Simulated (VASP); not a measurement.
# TaN in VASP: notebook

TaN is run at these levels: LDA; tasks: single point.

Program: VASP 6.6.1. These are calculated values, not measurements. Logs are shortened: lines on timing, memory, paths and dates and some standing lists are left out, and cuts for length are marked.

## (1) The cell of the first run

It takes space group Imm2 (No. 44, orthorhombic). The conventional cell has a = 3.075 Å, b = 4.349 Å, c = 3.075 Å, α = 90.00°, β = 90.00°, γ = 90.00°. Within 2.7 Å of Ta (site symmetry mm2) lie 6 N at 2.07 to 2.28 Å. Within 2.7 Å of N (site symmetry mm2) lie 6 Ta at 2.07 to 2.28 Å.

## (2) Single point, LDA (atoms displaced along several vibrational modes)

INCAR

```
SYSTEM = TaN
PREC = Accurate ; ENCUT = 520
EDIFF = 1E-7 ; ISMEAR = 0
SIGMA = 0.15 ; LREAL = .False.
LASPH = .True. ; NELM = 100
ALGO = Normal ; ISIF = 2
LWAVE = .False. ; LCHARG = .True.
LELF = .True. ; LVHAR = .True.
NBANDS = 15
```

KPOINTS

```
Automatic mesh
0
Gamma
  18 18 18
  0 0 0
```

POSCAR

```
TaN
1.0
    0.0000000000      2.1742693740      2.1742693740
    2.1742693740      0.0000000000      2.1742693740
    2.1742693740      2.1742693740      0.0000000000
Ta N
1 1
Direct
    0.5000000000      0.5034890272      0.5000000000
    0.0000000000     -0.0450726121      0.0000000000
```

Potentials or basis: VASP PAW LDA potentials, release 64 (Ta_pv, N).

Run with:

```sh
> cat potpaw_LDA.64/Ta_pv/POTCAR potpaw_LDA.64/N/POTCAR > POTCAR
> mpirun -np 1 vasp_std > vasp.out
```

OUTCAR:

```text
SYSTEM = TaN
   PREC = Accurate
   ENCUT = 520
   EDIFF = 1E-7
   ISMEAR = 0
   LREAL = .False.
   LASPH = .True.
   NELM = 100
   ISIF = 2

 ion  position               nearest neighbor table
   1  0.500  0.503  0.500-   2 2.07   2 2.07   2 2.18   2 2.18   2 2.28   2 2.28
   2  0.000  0.955  0.000-   1 2.07   1 2.07   1 2.18   1 2.18   1 2.28   1 2.28

  LATTYP: Found a face centered cubic cell.
 ALAT       =     4.3485387480

  Lattice vectors:

 A1 = (   0.0000000000,   2.1742693740,   2.1742693740)
 A2 = (   2.1742693740,   0.0000000000,   2.1742693740)
 A3 = (   2.1742693740,   2.1742693740,   0.0000000000)

Analysis of symmetry for initial positions (statically):
=====================================================================
 Subroutine PRICEL returns:
 Original cell was already a primitive cell.

 Routine SETGRP: Setting up the symmetry group for a
 face centered cubic supercell.

 Subroutine GETGRP returns: Found  4 space group operations
 (whereof  4 operations were pure point group operations)
 out of a pool of 48 trial point group operations.

The static configuration has the point symmetry C_2v.

Analysis of symmetry for dynamics (positions and initial velocities):
=====================================================================
 Subroutine PRICEL returns:
 Original cell was already a primitive cell.

 Routine SETGRP: Setting up the symmetry group for a
 face centered cubic supercell.

 Subroutine GETGRP returns: Found  4 space group operations
 (whereof  4 operations were pure point group operations)
 out of a pool of 48 trial point group operations.

The dynamic configuration has the point symmetry C_2v.

 Subroutine INISYM returns: Found  4 space group operations
 (whereof  4 operations are pure point group operations),
 and found     1 'primitive' translations

----------------------------------------------------------------------------------------

                                     Primitive cell

  volume of cell :      20.5575

  direct lattice vectors                    reciprocal lattice vectors
     0.000000000  2.174269374  2.174269374    -0.229962306  0.229962306  0.229962306
     2.174269374  0.000000000  2.174269374     0.229962306 -0.229962306  0.229962306
     2.174269374  2.174269374  0.000000000     0.229962306  0.229962306 -0.229962306

  length of vectors
     3.074881237  3.074881237  3.074881237     0.398306399  0.398306399  0.398306399

  position of ions in fractional coordinates (direct lattice)
     0.500000000  0.503489027  0.500000000
     0.000000000  0.954927388  0.000000000

  ion indices of the primitive-cell ions
   primitive index   ion index
                 1           1
                 2           2

----------------------------------------------------------------------------------------

 KPOINTS: Automatic mesh

Automatic generation of k-mesh.
 Grid dimensions read from file:
 generate k-points for:   18   18   18

 Generating k-lattice:

  Cartesian coordinates                     Fractional coordinates (reciprocal lattice)
    -0.012775684  0.012775684  0.012775684     0.055555556  0.000000000  0.000000000
     0.012775684 -0.012775684  0.012775684     0.000000000  0.055555556  0.000000000
     0.012775684  0.012775684 -0.012775684     0.000000000  0.000000000  0.055555556

  Length of vectors
     0.022128133  0.022128133  0.022128133

  Shift w.r.t. Gamma in fractional coordinates (k-lattice)
     0.000000000  0.000000000  0.000000000

 Subroutine IBZKPT returns following result:
 ===========================================

 Found    865 irreducible k-points:

 Following reciprocal coordinates:
            Coordinates               Weight
  0.000000  0.000000  0.000000      1.000000
  0.055556  0.000000  0.000000      4.000000
  0.000000  0.055556  0.000000      4.000000
  0.111111  0.000000  0.000000      4.000000
  0.000000  0.111111  0.000000      4.000000
  0.166667  0.000000  0.000000      4.000000
[... 16 lines left out ...]
  0.000000  0.111111  0.055556      8.000000
  0.055556  0.000000  0.111111      4.000000
 [... further k-points ...]
   k-points           NKPTS =    865   k-points in BZ     NKDIM =    865   number of bands    NBANDS=     15
   number of dos      NEDOS =    301   number of ions     NIONS =      2
   total plane-waves  NPLWV =  13824
   dimension x,y,z NGX =    24 NGY =   24 NGZ =   24
   dimension x,y,z NGXF=    48 NGYF=   48 NGZF=   48
   ions per type =               1   1
   NGX,Y,Z   is equivalent  to a cutoff of  12.98, 12.98, 12.98 a.u.
   NGXF,Y,Z  is equivalent  to a cutoff of  25.95, 25.95, 25.95 a.u.
 SYSTEM =  TaN
   PREC   = accura    normal or accurate (medium, high low for compatibility)
   ISTART =      0    job   : 0-new  1-cont  2-samecut
   ICHARG =      2    charge: 1-file 2-atom 10-const
   ISPIN  =      1    spin polarized calculation?
   LNONCOLLINEAR =      F non collinear calculations
   LSORBIT =      F    spin-orbit coupling
   LASPH  =      T    aspherical Exc in radial PAW
   ENCUT  =  520.0 eV  38.22 Ry    6.18 a.u.   5.72  5.72  5.72*2*pi/ulx,y,z
   NELM   =    100;   NELMIN=  2; NELMDL= -5     # of ELM steps
   EDIFF  = 0.1E-06   stopping-criterion for ELM
   LREAL  =      F    real-space projection
   EDIFFG = 0.1E-05   stopping-criterion for IOM
   NSW    =      0    number of steps for IOM
   IBRION =     -1    ionic relax: 0-MD 1-quasi-New 2-CG
   NFREE  =      0    steps in history (QN), initial steepest desc. (CG)
   ISIF   =      2    stress and relaxation
   ISYM   =      2    0-nonsym 1-usesym 2-fastsym
   POTIM  = 0.5000    time-step for ionic-motion
   TEBEG  =    0.0;   TEEND  =   0.0 temperature during run
   PSTRESS=    0.0 pullay stress
   NELECT =      16.0000    total number of electrons
   NUPDOWN=      -1.0000    fix difference up-down
   EMIN   =  10.00;   EMAX   =-10.00  energy-range for DOS
   EFERMI =   0.00;   METHOD = LEGACY
   ISMEAR =     0;   SIGMA  =   0.15  broadening in eV -4-tet -1-fermi 0-gaus
   EFERMI_NEDOS =   21; number of points for ismear=-14 and -15
   IALGO  =     38    algorithm
   IMIX   =      4    mixing-type and parameters
     AMIX     =   0.40;   BMIX     =  1.00
     AMIX_MAG =   1.60;   BMIX_MAG =  1.00
  volume/ion in A,a.u.               =      10.28        69.36
  Fermi-wavevector in a.u.,A,eV,Ry     =   1.505884  2.845708 30.853744  2.267686
  Thomas-Fermi vector in A             =   2.616674
   LORBIT       =      0    0 simple, 1 ext, 2 COOP (PROOUT), +10 PAW based schemes
   GGA     = CA    functional components
   LHFCALC =     F    Hartree Fock is set to
   AEXX    =    0.0000 exact exchange contribution
   IVDW    =     0    specifies the selected vdW correction
   LEPSILON=     F    determine dielectric tensor
   LRPA    =     F    only Hartree local field effects (RPA)
 non-spin polarized calculation
 Gauss-broadening in eV      SIGMA  =   0.15
  energy-cutoff  :      520.00
  volume of cell :       20.56
 maximum number of plane-waves:       568
   NGX = 11   NGY = 11   NGZ = 11

 number of electron      16.0000000 magnetization

 Free energy of the ion-electron system (eV)
  ---------------------------------------------------
  ext. energy  EPLUGINS =         0.00000000
  ---------------------------------------------------
  free energy    TOTEN  =       -24.04948676 eV

  energy without entropy =      -24.04072092  energy(sigma->0) =      -24.04510384

 E-fermi :   9.7298     XC(G=0): -13.8356

 val. band max:        9.7284045444   @ k =   0.2222  -0.2778   0.4444
 cond. band min:       9.7370954566   @ k =   0.0556   0.0000   0.2778
 fundamental gap:      0.0086909122
 Fermi energy:         9.7298041483

 k-point     1 :       0.0000    0.0000    0.0000
  band No.  band energies     occupation
      1     -25.6832      2.00000
      2     -25.6766      2.00000
      3     -25.6676      2.00000
      4      -9.0937      2.00000
      5       5.2869      2.00000
      6       5.3727      2.00000
      7       5.5167      2.00000
      8       7.5597      2.00000
      9       8.1381      2.00000
     10       8.2130      2.00000
     11      10.0397      0.00348
     12      10.3472      0.00000
     13      11.7487      0.00000
     14      19.2161      0.00000
     15      21.3172      0.00000

 k-point     2 :       0.0556    0.0000    0.0000
  band No.  band energies     occupation
      1     -25.7138      2.00000
      2     -25.6787      2.00000
      3     -25.6740      2.00000
      4      -9.0111      2.00000
      5       4.7901      2.00000
      6       5.2309      2.00000
      7       5.5764      2.00000
      8       7.5866      2.00000
      9       8.0461      2.00000
     10       8.2545      2.00000
     11      10.3855      0.00000
     12      10.7209      0.00000
     13      11.9765      0.00000
     14      19.4597      0.00000
     15      21.3172      0.00000

 k-point     3 :       0.0000    0.0556    0.0000
  band No.  band energies     occupation
      1     -25.7072      2.00000
      2     -25.6861      2.00000
      3     -25.6726      2.00000
      4      -9.0122      2.00000
      5       4.8815      2.00000
      6       5.2862      2.00000
      7       5.3325      2.00000
      8       7.6723      2.00000
      9       8.1149      2.00000
     10       8.2549      2.00000
     11      10.4042      0.00000
     12      10.6377      0.00000
     13      11.9837      0.00000
     14      19.4625      0.00000
     15      21.3172      0.00000
[... 343 lines left out ...]
 k-point    23 :       0.0000    0.1111    0.0556
  band No.  band energies     occupation
      1     -25.7767      2.00000
      2     -25.7008      2.00000
      3     -25.6874      2.00000
      4      -8.8039      2.00000
      5       4.1005      2.00000
      6       4.8564      2.00000
      7       5.1132      2.00000
      8       7.5209      2.00000
      9       8.5351      2.00000
     10       8.6118      2.00000
     11      10.5686      0.00000
     12      11.3648      0.00000
     13      12.8209      0.00000
     14      20.0865      0.00000
     15      21.3170      0.00000

 k-point    24 :       0.0556    0.0000    0.1111
  band No.  band energies     occupation
      1     -25.7757      2.00000
      2     -25.6985      2.00000
      3     -25.6911      2.00000
      4      -8.8042      2.00000
      5       3.9988      2.00000
      6       4.8805      2.00000
      7       5.3556      2.00000
      8       7.5800      2.00000
      9       8.2588      2.00000
     10       8.4334      2.00000
     11      10.8544      0.00000
     12      11.3589      0.00000
     13      12.7640      0.00000
     14      20.0823      0.00000
     15      21.3170      0.00000

 [... further k-points ...]

------------------------ aborting loop because EDIFF is reached ----------------------------------------

  FORCE on cell =-STRESS in cart. coord.  units (eV):
  Direction    XX          YY          ZZ          XY          YZ          ZX
  --------------------------------------------------------------------------------------
  -------------------------------------------------------------------------------------
  Total        1.0613433      0.2441516      1.0613433      0.0000000      0.0000000     -0.2069066
  in kB       82.7173125     19.0283080     82.7173125      0.0000000      0.0000000    -16.1255649
  external PRESSURE =      61.4876444 kB  Pullay stress =       0.0000000 kB

 VOLUME and BASIS-vectors are now :
 -----------------------------------------------------------------------------
  energy-cutoff  :      520.00
  volume of cell :       20.56
      direct lattice vectors                 reciprocal lattice vectors
     0.000000000  2.174269374  2.174269374    -0.229962306  0.229962306  0.229962306
     2.174269374  0.000000000  2.174269374     0.229962306 -0.229962306  0.229962306
     2.174269374  2.174269374  0.000000000     0.229962306  0.229962306 -0.229962306

 POSITION                                       TOTAL-FORCE (eV/Angst)
 -----------------------------------------------------------------------------------
      2.18186      2.17427      2.18186        -1.052059     -0.000000     -1.052059
      2.07627      0.00000      2.07627         1.052059      0.000000      1.052059
 -----------------------------------------------------------------------------------
    total drift:                               -0.000024     -0.000000     -0.000024

  FREE ENERGIE OF THE ION-ELECTRON SYSTEM (eV)
  ---------------------------------------------------
  free  energy   TOTEN  =       -24.0494867581 eV

  energy  without entropy=      -24.0407209162  energy(sigma->0) =      -24.04510384
```

Run time: 5.6 min. Hardware: 1 thread of AMD EPYC 7R43 (Zen 3), shared host; peak memory 0.32 GiB.

What came out:

```
Free energy            : -24.0495 eV
Pressure               : 6.1 GPa
Largest force          : 1.488 eV/Å
Band gap on the k mesh : zero (bands 8 and 9 overlap by 3.83 eV)
```

Forces on the atoms (eV/Å):
```
Ta  -1.052  0.000 -1.052
N    1.052  0.000  1.052
```

Stress tensor (GPa, compression positive):
```
 8.27  0.00 -1.61
 0.00  1.90  0.00
-1.61  0.00  8.27
```

Caveat: the cell differs from its parent crystal (atoms displaced along several vibrational modes); the stress differs along the axes, from 2 to 8 GPa; spin-orbit coupling is left out, which moves the levels of the heavy elements; forces of over 1 eV/Å act on the atoms, so gaps and moduli don't describe the material at rest.

(Part 1 of 2 ends here.)
